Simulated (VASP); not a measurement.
# C14N (Cm) in VASP: single point with PBE

Aim: the single point of C14N with PBE.

All numbers are computed with VASP 6.6.1; they aren't measurements. Logs are shortened: lines on timing, memory, paths and dates and some standing lists are left out, and cuts for length are marked.

## (1) The cell of the first run

It takes space group Cm (No. 8, monoclinic). The conventional cell has a = 5.044 Å, b = 5.044 Å, c = 7.134 Å, α = 90.00°, β = 90.00°, γ = 90.00°. Within 2.1 Å of C (site symmetry m) lie 3 C at 1.54 Å and 1 N at 1.54 Å. Within 2.1 Å of C (site symmetry 1) lie 3 C at 1.54 Å and 1 N at 1.54 Å. C (site symmetry m) has 3 C at 1.54 Å within 2.1 Å. C (site symmetry 1) has 4 C at 1.54 Å within 2.1 Å. Within 2.1 Å of C (site symmetry m) lie 4 C at 1.54 Å. C (site symmetry m) has 4 C at 1.54 Å within 2.1 Å. Within 2.1 Å of C (site symmetry 1) lie 4 C at 1.54 Å. C (site symmetry m) has 4 C at 1.54 Å within 2.1 Å.

## (2) Single point, PBE, collinear spin

INCAR reads:

```
  ALGO = Normal
  EDIFF = 1E-6
  ENCUT = 600
  GGA = PE
  GGA_COMPAT = False
  ISIF = 2
  ISMEAR = 0
  ISPIN = 2
  LASPH = True
  LCHARG = False
  LORBIT = 11
  LREAL = False
  LWAVE = False
  MAGMOM = 0.067 0.067 0.067 0.067 0.067 0.067 0.067 0.067 0.067 0.067 0.067 0.067 0.067 0.067 0.067
  NBANDS = 48
  NELM = 200
  NUPDOWN = 1.0
  PREC = Accurate
  SIGMA = 0.01
```

KPOINTS reads:

```
k-points
0
Gamma
  1 1 1
```

POSCAR reads:

```
C14N
1.0
    7.1340000000      0.0000000000      0.0000000000
    0.0000000000      3.5670000000      0.0000000000
    0.0000000000      0.0000000000      3.5670000000
C N
14 1
Direct
    0.0000000000      0.5000000000      0.5000000000
    0.2500000000      0.0000000000      0.5000000000
    0.2500000000      0.5000000000      0.0000000000
    0.1250000000      0.7500000000      0.7500000000
    0.3750000000      0.2500000000      0.7500000000
    0.3750000000      0.7500000000      0.2500000000
    0.5000000000      0.0000000000      0.0000000000
    0.5000000000      0.5000000000      0.5000000000
    0.7500000000      0.0000000000      0.5000000000
    0.7500000000      0.5000000000      0.0000000000
    0.6250000000      0.2500000000      0.2500000000
    0.6250000000      0.7500000000      0.7500000000
    0.8750000000      0.2500000000      0.7500000000
    0.8750000000      0.7500000000      0.2500000000
    0.1250000000      0.2500000000      0.2500000000
```

Potentials or basis: VASP PAW PBE potentials, release 64 (C, N).

The run is started by

```bash
$ cat potpaw_PBE.64/C/POTCAR potpaw_PBE.64/N/POTCAR > POTCAR
$ mpirun -np 1 vasp_gam > vasp.out
```

OUTCAR:

```text
EDIFF = 1E-6
   ENCUT = 600
   GGA = PE
   ISIF = 2
   ISMEAR = 0
   ISPIN = 2
   LASPH = True
   LORBIT = 11
   LREAL = False
   NELM = 200
   NUPDOWN = 1.0
   PREC = Accurate

 ion  position               nearest neighbor table
   1  0.000  0.500  0.500-   4 1.54  13 1.54  14 1.54  15 1.54
   2  0.250  0.000  0.500-   4 1.54   5 1.54   6 1.54  15 1.54
   3  0.250  0.500  0.000-   4 1.54   5 1.54   6 1.54  15 1.54
   4  0.125  0.750  0.750-   1 1.54   2 1.54   3 1.54
   5  0.375  0.250  0.750-   2 1.54   3 1.54   7 1.54   8 1.54
   6  0.375  0.750  0.250-   2 1.54   3 1.54   7 1.54   8 1.54
   7  0.500  0.000  0.000-   5 1.54   6 1.54  11 1.54  12 1.54
   8  0.500  0.500  0.500-   5 1.54   6 1.54  11 1.54  12 1.54
   9  0.750  0.000  0.500-  11 1.54  12 1.54  13 1.54  14 1.54
  10  0.750  0.500  0.000-  11 1.54  12 1.54  13 1.54  14 1.54
  11  0.625  0.250  0.250-   7 1.54   8 1.54   9 1.54  10 1.54
  12  0.625  0.750  0.750-   7 1.54   8 1.54   9 1.54  10 1.54
  13  0.875  0.250  0.750-   1 1.54   9 1.54  10 1.54
  14  0.875  0.750  0.250-   1 1.54   9 1.54  10 1.54
  15  0.125  0.250  0.250-   1 1.54   2 1.54   3 1.54

  LATTYP: Found a simple tetragonal cell.
 ALAT       =     3.5670000000
 C/A-ratio  =     2.0000000000

  Lattice vectors:

 A1 = (   0.0000000000,   3.5670000000,   0.0000000000)
 A2 = (   0.0000000000,   0.0000000000,   3.5670000000)
 A3 = (   7.1340000000,   0.0000000000,   0.0000000000)

Analysis of symmetry for initial positions (statically):
=====================================================================
 Subroutine PRICEL returns:
 Original cell was already a primitive cell.

 Routine SETGRP: Setting up the symmetry group for a
 simple tetragonal supercell.

 Subroutine GETGRP returns: Found  2 space group operations
 (whereof  2 operations were pure point group operations)
 out of a pool of 16 trial point group operations.

The static configuration has the point symmetry C_1h.

Analysis of symmetry for dynamics (positions and initial velocities):
=====================================================================
 Subroutine PRICEL returns:
 Original cell was already a primitive cell.

 Routine SETGRP: Setting up the symmetry group for a
 simple tetragonal supercell.

 Subroutine GETGRP returns: Found  2 space group operations
 (whereof  2 operations were pure point group operations)
 out of a pool of 16 trial point group operations.

The dynamic configuration has the point symmetry C_1h.

Analysis of structural, dynamic, and magnetic symmetry:
=====================================================================
 Subroutine PRICEL returns:
 Original cell was already a primitive cell.

 Routine SETGRP: Setting up the symmetry group for a
 simple tetragonal supercell.

 Subroutine GETGRP returns: Found  2 space group operations
 (whereof  2 operations were pure point group operations)
 out of a pool of 16 trial point group operations.

The overall configuration has the point symmetry C_1h.

 Subroutine INISYM returns: Found  2 space group operations
 (whereof  2 operations are pure point group operations),
 and found     1 'primitive' translations

----------------------------------------------------------------------------------------

                                     Primitive cell

  volume of cell :      90.7694

  direct lattice vectors                    reciprocal lattice vectors
     7.134000000  0.000000000  0.000000000     0.140173816  0.000000000  0.000000000
     0.000000000  3.567000000  0.000000000     0.000000000  0.280347631  0.000000000
     0.000000000  0.000000000  3.567000000     0.000000000  0.000000000  0.280347631

  length of vectors
     7.134000000  3.567000000  3.567000000     0.140173816  0.280347631  0.280347631

  position of ions in fractional coordinates (direct lattice)
     0.000000000  0.500000000  0.500000000
     0.250000000  0.000000000  0.500000000
[... 82 lines left out ...]
   NSW    =      0    number of steps for IOM
   IBRION =     -1    ionic relax: 0-MD 1-quasi-New 2-CG
   NFREE  =      0    steps in history (QN), initial steepest desc. (CG)
   ISIF   =      2    stress and relaxation
   ISYM   =      2    0-nonsym 1-usesym 2-fastsym
   POTIM  = 0.5000    time-step for ionic-motion
   TEBEG  =    0.0;   TEEND  =   0.0 temperature during run
   PSTRESS=    0.0 pullay stress
   NELECT =      61.0000    total number of electrons
   NUPDOWN=       1.0000    fix difference up-down
   EMIN   =  10.00;   EMAX   =-10.00  energy-range for DOS
   EFERMI =   0.00;   METHOD = LEGACY
   ISMEAR =     0;   SIGMA  =   0.01  broadening in eV -4-tet -1-fermi 0-gaus
   EFERMI_NEDOS =   21; number of points for ismear=-14 and -15
   IALGO  =     38    algorithm
   IMIX   =      4    mixing-type and parameters
     AMIX     =   0.40;   BMIX     =  1.00
     AMIX_MAG =   1.60;   BMIX_MAG =  1.00
  volume/ion in A,a.u.               =       6.05        40.84
  Fermi-wavevector in a.u.,A,eV,Ry     =   1.433964  2.709800 27.977028  2.056254
  Thomas-Fermi vector in A             =   2.553425
   LORBIT       =     11    0 simple, 1 ext, 2 COOP (PROOUT), +10 PAW based schemes
   GGA     = PE    functional components
   LHFCALC =     F    Hartree Fock is set to
   AEXX    =    0.0000 exact exchange contribution
   IVDW    =     0    specifies the selected vdW correction
   LEPSILON=     F    determine dielectric tensor
   LRPA    =     F    only Hartree local field effects (RPA)
 spin polarized calculation
 Gauss-broadening in eV      SIGMA  =   0.01
  energy-cutoff  :      600.00
  volume of cell :       90.77
 maximum number of plane-waves:      1507
 NGX is ok and might be reduce to    60
   NGX = 29   NGY = 15   NGZ = 15

 number of electron      60.9999997 magnetization       0.9999997

 Free energy of the ion-electron system (eV)
  ---------------------------------------------------
  ext. energy  EPLUGINS =         0.00000000
  ---------------------------------------------------
  free energy    TOTEN  =      -120.27738056 eV

  energy without entropy =     -120.27738056  energy(sigma->0) =     -120.27738056

 E-fermi :  10.4154     XC(G=0): -12.8646

 val. band max:       10.5881324963   @ k =   0.0000   0.0000   0.0000
 cond. band min:      11.1814170769   @ k =   0.0000   0.0000   0.0000
 fundamental gap:      0.5932845806
 Fermi energy:        10.6548760119

 spin component 1

 k-point     1 :       0.0000    0.0000    0.0000
  band No.  band energies     occupation
      1     -12.6485      1.00000
      2     -10.7049      1.00000
      3      -9.6808      1.00000
      4      -5.1719      1.00000
      5      -4.0519      1.00000
      6      -4.0130      1.00000
[... 34 lines left out ...]
     41      15.4937      0.00000
     42      15.6228      0.00000
 Fermi energy:        10.4153924461

 spin component 2

 k-point     1 :       0.0000    0.0000    0.0000
  band No.  band energies     occupation
      1     -12.5857      1.00000
      2     -10.6234      1.00000
      3      -9.6106      1.00000
      4      -5.0149      1.00000
      5      -4.0219      1.00000
      6      -3.9661      1.00000
[... 34 lines left out ...]
     41      15.6282      0.00000
     42      15.7353      0.00000
 [bands above 42 left out]

------------------------ aborting loop because EDIFF is reached ----------------------------------------

  FORCE on cell =-STRESS in cart. coord.  units (eV):
  Direction    XX          YY          ZZ          XY          YZ          ZX
  --------------------------------------------------------------------------------------
  -------------------------------------------------------------------------------------
  Total      -14.4104740     14.4038418     14.4038418      2.0206909      7.8707387      2.0206873
  in kB     -254.3604151    254.2433489    254.2433489     35.6673756    138.9270307     35.6673115
  external PRESSURE =      84.7087609 kB  Pullay stress =       0.0000000 kB

 VOLUME and BASIS-vectors are now :
 -----------------------------------------------------------------------------
  energy-cutoff  :      600.00
  volume of cell :       90.77
      direct lattice vectors                 reciprocal lattice vectors
     7.134000000  0.000000000  0.000000000     0.140173816  0.000000000  0.000000000
     0.000000000  3.567000000  0.000000000     0.000000000  0.280347631  0.000000000
     0.000000000  0.000000000  3.567000000     0.000000000  0.000000000  0.280347631

 POSITION                                       TOTAL-FORCE (eV/Angst)
 -----------------------------------------------------------------------------------
      0.00000      1.78350      1.78350         2.909670      0.917673      0.917673
      1.78350      0.00000      1.78350        -1.021646      1.112548      0.949011
      1.78350      1.78350      0.00000        -1.021646      0.949011      1.112548
      0.89175      2.67525      2.67525         1.974151     -3.120623     -3.120623
      2.67525      0.89175      2.67525        -0.686472     -0.889219     -0.173100
      2.67525      2.67525      0.89175        -0.686472     -0.173100     -0.889219
      3.56700      0.00000      0.00000         0.575075      0.367804      0.367804
      3.56700      1.78350      1.78350         0.461291      0.294362      0.294362
      5.35050      0.00000      1.78350         2.732520      0.491059      0.303610
      5.35050      1.78350      0.00000         2.732520      0.303610      0.491059
      4.45875      0.89175      0.89175        -0.868155     -0.143054     -0.143054
      4.45875      2.67525      2.67525        -0.856967     -0.471475     -0.471475
      6.24225      0.89175      2.67525        -4.656403      1.503033     -2.968507
      6.24225      2.67525      0.89175        -4.656403     -2.968507      1.503033
      0.89175      0.89175      0.89175         3.068939      1.826878      1.826878
 -----------------------------------------------------------------------------------
    total drift:                                0.000217      0.000131      0.000131

  FREE ENERGIE OF THE ION-ELECTRON SYSTEM (eV)
  ---------------------------------------------------
  free  energy   TOTEN  =      -120.2773805571 eV

  energy  without entropy=     -120.2773805571  energy(sigma->0) =     -120.27738056

 total charge

# of ion       s       p       d       tot
------------------------------------------
    1        0.823   1.648   0.000   2.471
    2        0.800   1.709   0.000   2.510
    3        0.800   1.709   0.000   2.510
    4        0.821   1.688   0.000   2.508
    5        0.810   1.777   0.000   2.587
    6        0.810   1.777   0.000   2.587
    7        0.817   1.782   0.000   2.599
    8        0.805   1.791   0.000   2.596
    9        0.804   1.771   0.000   2.575
   10        0.804   1.771   0.000   2.575
   11        0.811   1.757   0.000   2.568
   12        0.820   1.749   0.000   2.570
   13        0.837   1.628   0.000   2.464
   14        0.837   1.628   0.000   2.464
   15        1.245   2.555   0.000   3.800
--------------------------------------------------
tot         12.644  26.741   0.000  39.385

 magnetization (x)

# of ion       s       p       d       tot
------------------------------------------
    1       -0.002  -0.010   0.000  -0.012
    2       -0.004  -0.013   0.000  -0.017
    3       -0.004  -0.013   0.000  -0.017
    4        0.063   0.326   0.000   0.390
    5        0.004   0.044   0.000   0.047
    6        0.004   0.044   0.000   0.047
    7       -0.001   0.008   0.000   0.008
    8       -0.001  -0.004   0.000  -0.005
    9       -0.000   0.005   0.000   0.005
   10       -0.000   0.005   0.000   0.005
   11        0.002   0.008   0.000   0.010
   12        0.001   0.022   0.000   0.023
   13        0.009   0.041   0.000   0.050
   14        0.009   0.041   0.000   0.050
   15        0.005   0.100   0.000   0.104
--------------------------------------------------
tot          0.083   0.606   0.000   0.689
```

Run time: 62 s. Hardware: 1 thread of Intel Xeon 8259CL, shared host; peak memory 0.22 GiB.

What came out:

```yaml
Free_energy: -120.2774 eV
Pressure: 8.5 GPa
Largest_force: 5.723 eV/Å
Net_moment: 1.00 μB per cell
Site_moments: C -0.01, -0.02, +0.39, +0.05, +0.01, +0.02 (each value once); N +0.10 μB
Valence_electrons_inside_the_program's_atomic_spheres: C 2.47, 2.51, 2.59, 2.60, 2.58, 2.57, 2.46 (each value once); N 3.80
```

Forces on the atoms (eV/Å):
```
C    2.910  0.918  0.918
C   -1.022  1.113  0.949
C   -1.022  0.949  1.113
C    1.974 -3.121 -3.121
C   -0.686 -0.889 -0.173
C   -0.686 -0.173 -0.889
C    0.575  0.368  0.368
C    0.461  0.294  0.294
C    2.733  0.491  0.304
C    2.733  0.304  0.491
C   -0.868 -0.143 -0.143
C   -0.857 -0.471 -0.471
C   -4.656  1.503 -2.969
C   -4.656 -2.969  1.503
N    3.069  1.827  1.827
```

Caveat: the k points lie up to 1.76 Å⁻¹ apart, too coarse for converged energies, forces and pressures; the total moment is fixed, so each spin has its own Fermi level and the state may be an excited one; forces of over 1 eV/Å act on the atoms, so gaps and moduli don't describe the material at rest.
